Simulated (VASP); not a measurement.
Hg:

```xyz
2
Lattice="3.7511 0.0000 0.0000 -1.8755 3.2485 0.0000 0.0000 0.0000 4.5558" Properties=species:S:1:pos:R:3 pbc="T T T"
Hg    0.0000    0.0000    3.4292
Hg    0.0000    0.0000    1.1266
```

The cell was generated, and may not be a known phase.

```yaml
Program: VASP 6.6.1
Task: relaxation of cell and atoms
Functional: PBE
Potentials_or_basis: VASP PAW PBE potentials, release 64 (Hg)
Cutoff: 600 eV
k_mesh: 6 × 6 × 4
Occupations: gaussian, width 0.1 eV
Spin: no spin polarisation
```

At the start: pressure 35.7 GPa; volume 27.76 Å³/atom.

**Question.** Where does the relaxation end?

**Answer.** Over 16 steps the energy falls by 1470.3 meV/atom and the volume is 28.15 Å³/atom (+1.4 %); space group P6/mmm (No. 191, to 0.1 Å) before and after.

The path:
| step | energy change (eV) | largest force (eV/Å) | pressure (GPa) | volume (Å³) |
| --- | --- | --- | --- | --- |
| 1 | 0.0000 | 1.8477 | 35.73 | 55.51 |
| 2 | -2.4109 | 0.0266 | -3.76 | 104.85 |
| 3 | -2.6932 | 0.0042 | -1.28 | 97.52 |
| 4 | -2.7229 | 0.0047 | -0.94 | 95.61 |
| 5 | -2.7539 | 0.0239 | -0.57 | 92.03 |
| 6 | -2.7426 | 0.3934 | -1.36 | 73.83 |
| 7 | -2.7939 | 0.2722 | -1.72 | 71.04 |
| 8 | -2.9082 | 0.0381 | -1.55 | 62.93 |
| 9 | -2.6457 | 0.5576 | 7.97 | 48.00 |
| 10 | -2.9212 | 0.1186 | -1.22 | 60.93 |
| 11 | -2.9251 | 0.1723 | -0.85 | 59.36 |
| 12 | -2.9375 | 0.1215 | -0.13 | 56.53 |
| 13 | -2.9382 | 0.1090 | 0.18 | 55.62 |
| 14 | -2.9382 | 0.1109 | 0.11 | 55.78 |
| 15 | -2.9400 | 0.0546 | 0.07 | 56.01 |
| 16 | -2.9406 | 0.0123 | 0.03 | 56.30 |

Final structure:
```yaml
crystal:
  lattice:
    - [3.28759, 0.00000, 0.00000]
    - [-1.64380, 2.84714, 0.00000]
    - [0.00000, 0.00000, 6.01470]
  atoms:
    - { symbol: Hg, position: [0.00000, 0.00000, 0.74965] }
    - { symbol: Hg, position: [0.00000, 0.00000, 0.25035] }
```

Caveat: a cell axis changed by over 15 % at a fixed basis, so the end point is rough.
